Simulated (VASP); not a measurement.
Write the native input for VASP 6.6.1 that does the following.

| Property | Result |
| --- | --- |
| Task | single point |
| Functional | PBE |
| Potentials or basis | VASP PAW PBE potentials, release 64 (Cs_sv, Sc_sv) |
| Cutoff | 520 eV |
| k mesh | 4 × 4 × 4 |
| Occupations | gaussian, width 0.1 eV |
| Spin | no spin polarisation |
| Dipole correction | no |
| Further INCAR settings | ALGO = Normal; EDIFF = 1e-07; NBANDS = 27 |

The structure of Cs3Sc lies in POSCAR:

```
Cs3Sc
1.0
   -3.1991113600      3.1991113600      3.1991113600
    3.1991113600     -3.1991113600      3.1991113600
    3.1991113600      3.1991113600     -3.1991113600
Cs Sc
3 1
Direct
    0.0000000000      0.5000000000      0.5000000000
    0.5000000000      0.0000000000      0.5000000000
    0.5000000000      0.5000000000      0.0000000000
    0.0000000000      0.0000000000      0.0000000000
```

These files were run (other wordings do the same):

INCAR

```
PREC = Accurate
ENCUT = 520
EDIFF = 1E-7
ISMEAR = 0
SIGMA = 0.1
LREAL = F
LASPH = T
NELM = 100
ALGO = Normal
ISIF = 2
LWAVE = F
LCHARG = F
GGA = PE
NBANDS = 27
```

KPOINTS

```
Automatic mesh
0
Gamma
  4 4 4
```

Potentials or basis: VASP PAW PBE potentials, release 64 (Cs_sv, Sc_sv).

The run is started by

```console
$ cat potpaw_PBE.64/Cs_sv/POTCAR potpaw_PBE.64/Sc_sv/POTCAR > POTCAR
$ mpirun -np 1 vasp_std > vasp.out
```

It gave:

The pressure is 11.9 GPa and the band gap on the k mesh is zero (band 19 reaches 4.75 eV, above the bottom of band 20 at 2.90 eV).

Caveat: spin-orbit coupling is left out, which moves the levels of the heavy elements.

Run time: 31 s on 1 thread of Intel Xeon 6975P-C (shared host), peak memory 0.25 GiB.
